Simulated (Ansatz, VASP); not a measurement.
## Ti: VASP beside Ansatz

POSCAR

```
Ti
1.0
    2.7296000000      0.0000000000      0.0000000000
   -1.3648000000      2.3639029422      0.0000000000
    0.0000000000      0.0000000000      4.6384185731
Ti
2
Direct
    0.3333333333      0.6666666667      0.2500000000
    0.6666666667      0.3333333333      0.7500000000
```

File INCAR.step1:

```
PREC = Accurate
ENCUT = 520
ISMEAR = 1
SIGMA = 0.05
LREAL = F
LASPH = T
NELM = 100
NBANDS = 19
GGA = PE
ALGO = Normal
EDIFF = 1E-4
LWAVE = T
LCHARG = F
```

The input INCAR.step2:

```
PREC = Accurate
ENCUT = 520
EDIFF = 1E-6
ISMEAR = 1
SIGMA = 0.05
LREAL = F
LASPH = T
NELM = 100
ALGO = Normal
ISIF = 2
LWAVE = F
LCHARG = T
METAGGA = R2SCAN
LMIXTAU = T
LELF = T
LVHAR = T
NBANDS = 19
ISTART = 1
```

KPOINTS

```
regular mesh
0
Gamma
  18 18 10
```

Input for Ansatz:

```yaml
crystal:
  lattice:
    - [2.7296, 0.0, 0.0]
    - [-1.3648, 2.3639029422, 0.0]
    - [0.0, 0.0, 4.6384185731]
  atoms:
    - { symbol: Ti, position: [0.3333333333, 0.6666666667, 0.25] }
    - { symbol: Ti, position: [0.6666666667, 0.3333333333, 0.75] }
basis:
  ecutwfc: 520.0
kpoints:
  mp_grid: { grid: [18, 18, 10] }
hamiltonian:
  xc: r2scan
scf:
  occupations: { method: cold, width: 0.05 }
output:
  forces: true
  stress: true
  eigenvalues: true
```

Alike in both runs: task single point; functional r2SCAN; k mesh 18 × 18 × 10; no spin polarisation.

|  | VASP | Ansatz |
| --- | --- | --- |
| version | VASP 6.6.1 | Ansatz 0.2.0 |
| potentials or method | VASP PAW PBE potentials, release 64 (Ti_sv), cutoff 520 eV | scalar-relativistic, plane waves, PAW |
| occupations | methfessel-paxton of order 1, width 0.05 eV | cold, width 0.05 eV |
| valence electrons in the cell | 24 | 24 |

Ansatz gave:

| Property | Result |
| --- | --- |
| gap on the k mesh at the Fermi level (eV) | none |
| pressure (GPa) | 21.6 |
| traceless stress, the component that is largest in VASP (GPa) | -6.58 |

**Question.** Which values does VASP return?

**Answer.** gap on the k mesh at the Fermi level (eV): none; pressure (GPa): 22.2; traceless stress, the component that is largest in VASP (GPa): -6.78.

VASP's potentials were made for PBE, not for r2SCAN. A gap of «none» marks a metal or a gap that the smearing closes.
